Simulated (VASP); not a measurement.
Input of a VASP 6.6.1 run:

File INCAR:

```
PREC     = Accurate       # precision mode
ENCUT    = 600            # plane-wave cutoff, eV
EDIFF    = 1E-6           # SCF threshold, eV
ISMEAR   = -1             # smearing method
SIGMA    = 0.05           # smearing width, eV
LREAL    = False          # projectors in reciprocal space
LASPH    = True           # aspherical terms in the spheres
NELM     = 60             # most SCF steps
ALGO     = Normal         # electronic algorithm
ISIF     = 3              # what is computed and relaxed
LWAVE    = False          # write WAVECAR
LCHARG   = False          # write CHGCAR
GGA      = CA             # functional
IBRION   = 2              # ionic algorithm
NSW      = 50             # ionic steps
EDIFFG   = -0.01          # ionic threshold
```

The input KPOINTS:

```
regular mesh
0
Gamma
  12 12 7
```

File POSCAR:

```
Be
1.0
    2.2853000000      0.0000000000      0.0000000000
   -1.1426500000      1.9791278600      0.0000000000
    0.0000000000      0.0000000000      3.5842000000
Be
2
Direct
    0.3333333325      0.6666666650      0.2500000000
    0.6666666675      0.3333333350      0.7500000000
```

Potentials or basis: VASP PAW LDA potentials, release 64 (Be).

Launch:

```console
$ cat potpaw_LDA.64/Be/POTCAR > POTCAR
$ mpirun -np 1 vasp_std > vasp.out
```

(1) Estimate the band gap on the k mesh.

(2) Estimate the relaxed cell.

Results:

(1) zero (band 2 reaches 7.93 eV, above the bottom of band 3 at 6.03 eV).

(2) a = 2.229 Å, b = 2.229 Å, c = 3.515 Å, α = 90.00°, β = 90.00°, γ = 120.00°.
